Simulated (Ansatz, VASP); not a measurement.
**CoSi2: VASP beside Ansatz**

```
Co Si
1.0
     0.00000    2.65209    2.65209
     2.65209    0.00000    2.65209
     2.65209    2.65209    0.00000
Co Si
1 2
Direct
  0.00000 0.00000 0.00000
  0.25000 0.25000 0.25000
  0.75000 0.75000 0.75000
```

Alike in both runs: functional PBE; dispersion D3(BJ); k mesh 14 × 14 × 14; occupations gaussian, width 0.1 eV; no spin polarisation.

Ansatz relaxed the structure, and its values are those at the end. VASP's run is a single point on that final structure, the one shown.

```csv
,VASP,Ansatz
version,VASP 6.6.1,Ansatz 0.2.0
potentials or method,"VASP PAW PBE potentials, release 64 (Co, Si), cutoff 600 eV","scalar-relativistic, plane waves, PAW"
valence electrons in the cell,17,25
```

|  | VASP | Ansatz | Ansatz less VASP |
| --- | --- | --- | --- |
| gap on the k mesh at the Fermi level (eV) | none | none | - |
| pressure (GPa) | -0.2 | 0.0 | +0.16 |

A gap of «none» marks a metal or a gap that the smearing closes. VASP's potentials hold 17 valence electrons a cell and Ansatz's 25, so a difference there can come from the potentials and not from the codes.
